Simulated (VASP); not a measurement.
Write the native input for VASP 6.6.1 that does the following.

* Task: single point
* Functional: PBE
* Potentials or basis: VASP PAW PBE potentials, release 64 (B, P)
* Cutoff: 520 eV
* k mesh: 12 × 12 × 12
* Occupations: gaussian, width 0.05 eV
* Spin: no spin polarisation
* Dipole correction: no
* Further INCAR settings: ALGO = Normal; EDIFF = 1e-06; NBANDS = 11

The structure of BP lies in POSCAR:

```
BP
1.0
    0.0000000000      2.5469946025      1.8007251840
    2.5469946025      0.0000000000      1.8007251840
    2.5469946025      2.5469946025      0.0000000000
B P
1 1
Direct
    0.0000000000      0.0000000000      0.0000000000
    0.7500000000      0.7500000000      0.7500000000
```

This cell differs from its parent crystal: ratio of the length along z to the lengths across it x 0.707, volume and fractional coordinates fixed.

One way to write it, as run:

INCAR

```
PREC = Accurate
ENCUT = 520
EDIFF = 1E-6
ISMEAR = 0
SIGMA = 0.05
LREAL = F
LASPH = T
NELM = 60
ALGO = Normal
ISIF = 2
LWAVE = F
LCHARG = T
GGA = PE
LELF = T
LVHAR = T
NBANDS = 11
```

KPOINTS

```
regular mesh
0
Gamma
  12 12 12
```

Potentials or basis: VASP PAW PBE potentials, release 64 (B, P).

The run is started by

```bash
$ cat potpaw_PBE.64/B/POTCAR potpaw_PBE.64/P/POTCAR > POTCAR
$ mpirun -np 1 vasp_std > vasp.out
```

It gave:

```yaml
Pressure: -3.9 GPa
Band_gap_on_the_k_mesh: zero (band 4 reaches 9.33 eV, above the bottom of band 5 at 5.98 eV)
```

Run time: 17 s on 1 thread of Intel(R) Xeon(R) Platinum 8488C (Sapphire Rapids), on a shared host, peak memory 0.16 GiB.
